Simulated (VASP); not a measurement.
# InAgTe2 (I-42d) in VASP: single point with PBE

Aim: the single point of InAgTe2 with PBE.

All numbers are computed with VASP 6.6.1; they aren't measurements. Logs are shortened: lines on timing, memory, paths and dates and some standing lists are left out, and cuts for length are marked.

## Step 1: The cell of the first run

Symmetry: I-42d, No. 122, tetragonal system. The conventional cell has a = 6.569 Å, b = 6.569 Å, c = 12.997 Å, α = 90.00°, β = 90.00°, γ = 90.00°. In (site symmetry -4) has 4 Te at 2.86 Å within 3.8 Å. Ag (site symmetry -4) has 4 Te at 2.81 Å within 3.7 Å. Within 3.7 Å of Te (site symmetry 2) lie 2 Ag at 2.81 Å and 2 In at 2.86 Å.

## Step 2: Single point, PBE

Contents of INCAR:

```
PREC = Accurate ; ENCUT = 520
EDIFF = 1E-6 ; ISMEAR = 1
SIGMA = 0.00819 ; LREAL = F
LASPH = T ; NELM = 100
ALGO = Fast ; ISIF = 2
LWAVE = F ; LCHARG = T
GGA = PE ; LELF = T
LVHAR = T ; NBANDS = 46
```

Contents of KPOINTS:

```
regular mesh
0
Gamma
  6 6 6
```

Contents of POSCAR:

```
InAgTe2
1.0
    7.9876780057      0.0486950875      0.0000003055
    2.5401750868      7.5731685353      0.0000003055
   -5.2639267231     -3.8109319394      4.6447006730
In Ag Te
2 2 4
Direct
    0.5000000000      0.5000000000      0.0000000000
    0.2500000000      0.7500000000      0.5000000000
    0.0000000000      0.0000000000      0.0000000000
    0.7500000000      0.2500000000      0.5000000000
    0.3750000000      0.3694874464      0.4944874464
    0.6305125536      0.1250000000      1.0055125536
    0.8750000000      0.8805125536      0.5055125536
    0.1194874464      0.6250000000     -0.0055125536
```

Potentials or basis: VASP PAW PBE potentials, release 64 (In_d, Ag, Te).

On the command line:

```
$ cat potpaw_PBE.64/In_d/POTCAR potpaw_PBE.64/Ag/POTCAR potpaw_PBE.64/Te/POTCAR > POTCAR
$ mpirun -np 1 vasp_std > vasp.out
```

OUTCAR:

```text
PREC = Accurate
   ENCUT = 520
   EDIFF = 1E-6
   ISMEAR = 1
   LREAL = F
   LASPH = T
   NELM = 100
   ISIF = 2
   GGA = PE

 ion  position               nearest neighbor table
   1  0.500  0.500  0.000-   8 2.86   5 2.86   6 2.86   7 2.86
   2  0.250  0.750  0.500-   7 2.86   8 2.86   5 2.86   6 2.86
   3  0.000  0.000  0.000-   6 2.81   7 2.81   8 2.81   5 2.81
   4  0.750  0.250  0.500-   5 2.81   6 2.81   7 2.81   8 2.81
   5  0.375  0.369  0.494-   4 2.81   3 2.81   1 2.86   2 2.86
   6  0.631  0.125  0.006-   3 2.81   4 2.81   1 2.86   2 2.86
   7  0.875  0.881  0.506-   3 2.81   4 2.81   2 2.86   1 2.86
   8  0.119  0.625  0.994-   3 2.81   4 2.81   1 2.86   2 2.86

  LATTYP: Found a body centered tetragonal cell.
 ALAT       =     6.5685991170
 C/A-ratio  =     1.9786942873

  Lattice vectors:

 A1 = (   7.9876780057,   0.0486950875,   0.0000003055)
 A2 = (   2.5401750868,   7.5731685353,   0.0000003055)
 A3 = (  -5.2639267231,  -3.8109319394,   4.6447006730)

Analysis of symmetry for initial positions (statically):
=====================================================================
 Subroutine PRICEL returns:
 Original cell was already a primitive cell.

 Routine SETGRP: Setting up the symmetry group for a
 body centered tetragonal supercell.

 Subroutine GETGRP returns: Found  8 space group operations
 (whereof  4 operations were pure point group operations)
 out of a pool of 16 trial point group operations.

The static configuration has the point symmetry S_4 .
 The point group associated with its full space group is D_2d.

Analysis of symmetry for dynamics (positions and initial velocities):
=====================================================================
 Subroutine PRICEL returns:
 Original cell was already a primitive cell.

 Routine SETGRP: Setting up the symmetry group for a
 body centered tetragonal supercell.

 Subroutine GETGRP returns: Found  8 space group operations
 (whereof  4 operations were pure point group operations)
 out of a pool of 16 trial point group operations.

The dynamic configuration has the point symmetry S_4 .
 The point group associated with its full space group is D_2d.

 Subroutine INISYM returns: Found  8 space group operations
 (whereof  4 operations are pure point group operations),
 and found     1 'primitive' translations

----------------------------------------------------------------------------------------

                                     Primitive cell

  volume of cell :     280.3929

  direct lattice vectors                    reciprocal lattice vectors
     7.987678006  0.048695087  0.000000305     0.125449343 -0.042077940  0.107649560
     2.540175087  7.573168535  0.000000305    -0.000806637  0.132315683  0.107649560
    -5.263926723 -3.810931939  4.644700673    -0.000000008 -0.000000006  0.215299113

  length of vectors
     7.987826434  7.987826434  7.987826434     0.170577016  0.170577016  0.215299113

  position of ions in fractional coordinates (direct lattice)
     0.500000000  0.500000000  0.000000000
     0.250000000  0.750000000  0.500000000
     0.000000000  0.000000000  0.000000000
     0.750000000  0.250000000  0.500000000
     0.375000000  0.369487446  0.494487446
     0.630512554  0.125000000  0.005512554
     0.875000000  0.880512554  0.505512554
     0.119487446  0.625000000  0.994487446

  ion indices of the primitive-cell ions
   primitive index   ion index
                 1           1
                 2           2
                 3           3
                 4           4
                 5           5
                 6           6
                 7           7
                 8           8

----------------------------------------------------------------------------------------

 KPOINTS: regular mesh

Automatic generation of k-mesh.
 Grid dimensions read from file:
 generate k-points for:    6    6    6

 Generating k-lattice:

  Cartesian coordinates                     Fractional coordinates (reciprocal lattice)
     0.020908224 -0.007012990  0.017941593     0.166666667  0.000000000  0.000000000
    -0.000134440  0.022052614  0.017941593     0.000000000  0.166666667 -0.000000000
    -0.000000001 -0.000000001  0.035883185    -0.000000000 -0.000000000  0.166666667

  Length of vectors
     0.028429503  0.028429503  0.035883185

  Shift w.r.t. Gamma in fractional coordinates (k-lattice)
     0.000000000  0.000000000  0.000000000

 Subroutine IBZKPT returns following result:
 ===========================================

 Found     30 irreducible k-points:

 Following reciprocal coordinates:
            Coordinates               Weight
  0.000000  0.000000  0.000000      1.000000
  0.166667  0.000000 -0.000000      8.000000
  0.333333  0.000000 -0.000000      8.000000
  0.500000 -0.000000  0.000000      4.000000
  0.166667  0.166667 -0.000000      8.000000
  0.333333  0.166667 -0.000000     16.000000
[... 16 lines left out ...]
 -0.333333 -0.333333  0.166667      8.000000
 -0.166667 -0.333333  0.166667      8.000000
 [... further k-points ...]
   k-points           NKPTS =     30   k-points in BZ     NKDIM =     30   number of bands    NBANDS=     46
   number of dos      NEDOS =    301   number of ions     NIONS =      8
   total plane-waves  NPLWV = 216000
   dimension x,y,z NGX =    60 NGY =   60 NGZ =   60
   dimension x,y,z NGXF=   120 NGYF=  120 NGZF=  120
   ions per type =               2   2   4
   NGX,Y,Z   is equivalent  to a cutoff of  12.49, 12.49, 12.49 a.u.
   NGXF,Y,Z  is equivalent  to a cutoff of  24.97, 24.97, 24.97 a.u.
 SYSTEM =  unknown system
   PREC   = accura    normal or accurate (medium, high low for compatibility)
   ISTART =      0    job   : 0-new  1-cont  2-samecut
   ICHARG =      2    charge: 1-file 2-atom 10-const
   ISPIN  =      1    spin polarized calculation?
   LNONCOLLINEAR =      F non collinear calculations
   LSORBIT =      F    spin-orbit coupling
   LASPH  =      T    aspherical Exc in radial PAW
   ENCUT  =  520.0 eV  38.22 Ry    6.18 a.u.  14.85 14.85 14.85*2*pi/ulx,y,z
   NELM   =    100;   NELMIN=  2; NELMDL= -5     # of ELM steps
   EDIFF  = 0.1E-05   stopping-criterion for ELM
   LREAL  =      F    real-space projection
   EDIFFG = 0.1E-04   stopping-criterion for IOM
   NSW    =      0    number of steps for IOM
   IBRION =     -1    ionic relax: 0-MD 1-quasi-New 2-CG
   NFREE  =      0    steps in history (QN), initial steepest desc. (CG)
   ISIF   =      2    stress and relaxation
   ISYM   =      2    0-nonsym 1-usesym 2-fastsym
   POTIM  = 0.5000    time-step for ionic-motion
   TEBEG  =    0.0;   TEEND  =   0.0 temperature during run
   PSTRESS=    0.0 pullay stress
   NELECT =      72.0000    total number of electrons
   NUPDOWN=      -1.0000    fix difference up-down
   EMIN   =  10.00;   EMAX   =-10.00  energy-range for DOS
   EFERMI =   0.00;   METHOD = LEGACY
   ISMEAR =     1;   SIGMA  =   0.01  broadening in eV -4-tet -1-fermi 0-gaus
   EFERMI_NEDOS =   21; number of points for ismear=-14 and -15
   IALGO  =     68    algorithm
   IMIX   =      4    mixing-type and parameters
     AMIX     =   0.40;   BMIX     =  1.00
     AMIX_MAG =   1.60;   BMIX_MAG =  1.00
  volume/ion in A,a.u.               =      35.05       236.52
  Fermi-wavevector in a.u.,A,eV,Ry     =   1.040551  1.966356 14.731657  1.082746
  Thomas-Fermi vector in A             =   2.175132
   LORBIT       =      0    0 simple, 1 ext, 2 COOP (PROOUT), +10 PAW based schemes
   GGA     = PE    functional components
   LHFCALC =     F    Hartree Fock is set to
   AEXX    =    0.0000 exact exchange contribution
   IVDW    =     0    specifies the selected vdW correction
   LEPSILON=     F    determine dielectric tensor
   LRPA    =     F    only Hartree local field effects (RPA)
 non-spin polarized calculation
 RMM-DIIS sequential band-by-band and
 Methfessel and Paxton  Order N= 1 SIGMA  =   0.01
  energy-cutoff  :      520.00
  volume of cell :      280.39
 maximum number of plane-waves:      7584
   NGX = 29   NGY = 29   NGZ = 29

 number of electron      72.0000000 magnetization

 Free energy of the ion-electron system (eV)
  ---------------------------------------------------
  ext. energy  EPLUGINS =         0.00000000
  ---------------------------------------------------
  free energy    TOTEN  =       -25.46290717 eV

  energy without entropy =      -25.46290936  energy(sigma->0) =      -25.46290790

 E-fermi :   4.0372     XC(G=0):  -8.4792

 val. band max:        3.9909047537   @ k =   0.0000   0.0000   0.0000
 cond. band min:       4.0440602806   @ k =   0.0000   0.0000   0.0000
 fundamental gap:      0.0531555269
 Fermi energy:         4.0371652651

 k-point     1 :       0.0000    0.0000    0.0000
  band No.  band energies     occupation
      1     -10.7054      2.00000
      2     -10.7010      2.00000
      3     -10.7010      2.00000
      4     -10.6490      2.00000
      5     -10.6358      2.00000
      6     -10.6358      2.00000
[... 38 lines left out ...]
     45       8.3778      0.00000
     46       8.3778      0.00000

 k-point     2 :       0.1667    0.0000   -0.0000
  band No.  band energies     occupation
      1     -10.7052      2.00000
      2     -10.7015      2.00000
      3     -10.6990      2.00000
      4     -10.6498      2.00000
      5     -10.6387      2.00000
      6     -10.6351      2.00000
[... 38 lines left out ...]
     45       8.3183      0.00000
     46       8.5928      0.00000

 k-point     3 :       0.3333    0.0000   -0.0000
  band No.  band energies     occupation
      1     -10.7051      2.00000
      2     -10.7028      2.00000
      3     -10.6934      2.00000
      4     -10.6525      2.00000
      5     -10.6439      2.00000
      6     -10.6338      2.00000
[... 38 lines left out ...]
     45       8.5963      0.00000
     46       8.8278      0.00000

 k-point     4 :       0.5000   -0.0000    0.0000
  band No.  band energies     occupation
      1     -10.7045      2.00000
      2     -10.7042      2.00000
      3     -10.6895      2.00000
      4     -10.6554      2.00000
      5     -10.6458      2.00000
      6     -10.6332      2.00000
[... 920 lines left out ...]
     45       8.4744      0.00000
     46       8.7140      0.00000

 k-point    23 :      -0.3333   -0.3333    0.1667
  band No.  band energies     occupation
      1     -10.7047      2.00000
      2     -10.7043      2.00000
      3     -10.6893      2.00000
      4     -10.6632      2.00000
      5     -10.6353      2.00000
      6     -10.6339      2.00000
[... 38 lines left out ...]
     45       8.7739      0.00000
     46       8.8645      0.00000

 k-point    24 :      -0.1667   -0.3333    0.1667
  band No.  band energies     occupation
      1     -10.7036      2.00000
      2     -10.7035      2.00000
      3     -10.6957      2.00000
      4     -10.6574      2.00000
      5     -10.6359      2.00000
      6     -10.6332      2.00000
[... 38 lines left out ...]
     45       8.4230      0.00000
     46       8.6740      0.00000

 [... further k-points ...]

------------------------ aborting loop because EDIFF is reached ----------------------------------------

  FORCE on cell =-STRESS in cart. coord.  units (eV):
  Direction    XX          YY          ZZ          XY          YZ          ZX
  --------------------------------------------------------------------------------------
  -------------------------------------------------------------------------------------
  Total       -0.0522760     -0.0533146     -0.0544586      0.0015802      0.0000000      0.0000000
  in kB       -0.2987073     -0.3046422     -0.3111791      0.0090293      0.0000000      0.0000000
  external PRESSURE =      -0.3048429 kB  Pullay stress =       0.0000000 kB

 VOLUME and BASIS-vectors are now :
 -----------------------------------------------------------------------------
  energy-cutoff  :      520.00
  volume of cell :      280.39
      direct lattice vectors                 reciprocal lattice vectors
     7.987678006  0.048695087  0.000000305     0.125449343 -0.042077940  0.107649560
     2.540175087  7.573168535  0.000000305    -0.000806637  0.132315683  0.107649560
    -5.263926723 -3.810931939  4.644700673    -0.000000008 -0.000000006  0.215299113

 POSITION                                       TOTAL-FORCE (eV/Angst)
 -----------------------------------------------------------------------------------
      5.26393      3.81093      0.00000        -0.000000      0.000000      0.000000
      1.27009      3.78658      2.32235        -0.000000      0.000000      0.000000
      0.00000      0.00000      0.00000        -0.000000      0.000000      0.000000
      3.99384      0.02435      2.32235        -0.000000      0.000000      0.000000
      1.33100      0.93199      2.29675         0.003121     -0.004310     -0.005321
      5.32484      0.95634      0.02560         0.003121     -0.004310      0.005321
      6.56489      4.78440      2.34796        -0.003121      0.004310      0.005321
     -2.69287      0.94912      4.61910        -0.003121      0.004310     -0.005321
 -----------------------------------------------------------------------------------
    total drift:                                0.000000      0.000000     -0.000000

  FREE ENERGIE OF THE ION-ELECTRON SYSTEM (eV)
  ---------------------------------------------------
  free  energy   TOTEN  =       -25.4629071662 eV

  energy  without entropy=      -25.4629093646  energy(sigma->0) =      -25.46290790
```

Run time: 8.8 min. Hardware: 1 thread of Intel Xeon Platinum 8488C (Sapphire Rapids), shared host; peak memory 0.7 GiB.

Results:

* Free energy: -25.4629 eV
* Pressure: 0.0 GPa
* Largest force: 0.008 eV/Å
* Band gap on the k mesh: 0.05 eV

Forces in eV/Å, atoms in the order of the input:
```
In   0.000  0.000  0.000
In   0.000  0.000  0.000
Ag   0.000  0.000  0.000
Ag   0.000  0.000  0.000
Te   0.003 -0.004 -0.005
Te   0.003 -0.004  0.005
Te  -0.003  0.004  0.005
Te  -0.003  0.004 -0.005
```

Caveat: spin-orbit coupling is left out, which moves the levels of the heavy elements.
